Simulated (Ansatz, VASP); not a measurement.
## One calculation of TiH2Cl, two programs

```
Ti H Cl
1.0
     3.66339    0.00000    0.00000
     0.00000    3.66339    0.00000
     0.00000    0.00000    4.71051
Ti H Cl
1 2 1
Direct
  0.00000 0.00000 0.00000
  0.50000 0.00000 0.00000
  0.00000 0.50000 0.00000
  0.00000 0.00000 0.50000
```

Alike in both runs: functional PBE; k mesh 10 × 10 × 10; occupations gaussian, width 0.1 eV; collinear spin.

Ansatz relaxed the structure, and its values are those at the end. VASP's run is a single point on that final structure, the one shown.

|  | VASP | Ansatz |
| --- | --- | --- |
| version | VASP 6.6.1 | Ansatz 0.2.0 |
| potentials or method | VASP PAW PBE potentials, release 64 (Ti_sv, H, Cl), cutoff 520 eV | scalar-relativistic, plane waves, PAW |
| valence electrons in the cell | 21 | 21 |

|  | VASP | Ansatz | Ansatz less VASP |
| --- | --- | --- | --- |
| gap on the k mesh at the Fermi level (eV) | none | none | - |
| pressure (GPa) | 0.0 | 0.0 | +0.04 |
| net moment per atom (μB) | 0.25 | 0.25 | 0.000 |
| size of the moment on the site where the two differ most (μB) | 0.81 | 0.56 | -0.250 |

Site moments also hang on the region over which each program counts them. A gap of «none» marks a metal or a gap that the smearing closes.
